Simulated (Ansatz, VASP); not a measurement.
Co in VASP and in Ansatz

```
Co
1.0
     0.00000    1.77756    1.77756
     1.77756    0.00000    1.77756
     1.77756    1.77756    0.00000
Co
1
Direct
  0.00000 0.00000 0.00000
```

Alike in both runs: task single point; functional BLYP; k mesh 17 × 17 × 17; occupations fermi-dirac, width 0.1 eV; no spin polarisation.

```csv
,VASP,Ansatz
version,VASP 6.6.1,Ansatz 0.2.0
potentials or method,"VASP PAW PBE potentials, release 64 (Co), cutoff 520 eV","plane waves (420 eV) with PAW, scalar-relativistic"
valence electrons in the cell,9,17
```

```tsv
	VASP	Ansatz	Ansatz less VASP
pressure (GPa)	-7.8	-7.8	-0.01
```

VASP's potentials were made for PBE, not for BLYP. The functional is the same, so the differences come from potentials, cutoffs and numerics. VASP's potentials hold 9 valence electrons a cell and Ansatz's 17, so a difference there can come from the potentials and not from the codes.
